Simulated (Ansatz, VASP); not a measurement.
Two plane-wave programs on Au

```
Au
1.0
     3.04500    0.00000    0.00000
    -1.52250    2.63705    0.00000
     0.00000    0.00000    4.63600
Au
2
Direct
  0.33333 0.66667 0.75000
  0.66667 0.33333 0.25000
```

Change from the starting cell: strain +0.050 along x and y, -0.050 along z, atoms carried along.

Alike in both runs: task single point; functional PBEsol; k mesh 18 × 18 × 10; occupations gaussian, width 0.15 eV; no spin polarisation.

```csv
,VASP,Ansatz
version,VASP 6.6.1,Ansatz 0.2.0
potentials or method,"VASP PAW PBE potentials, release 64 (Au), cutoff 520 eV","scalar-relativistic, plane waves, PAW"
valence electrons in the cell,22,38
```

Ansatz gave:

```
gap on the k mesh at the Fermi level (eV)                     : none
pressure (GPa)                                                : -10.9
traceless stress, the component that is largest in VASP (GPa) : 3.10
```

**Question.** Estimate VASP's values.

**Answer.** gap on the k mesh at the Fermi level (eV): none; pressure (GPa): -11.1; traceless stress, the component that is largest in VASP (GPa): 3.08.

VASP's potentials were made for PBE, not for PBEsol. A gap of «none» marks a metal or a gap that the smearing closes. VASP's potentials hold 22 valence electrons a cell and Ansatz's 38, so a difference there can come from the potentials and not from the codes.

Neither program's run includes spin-orbit coupling.
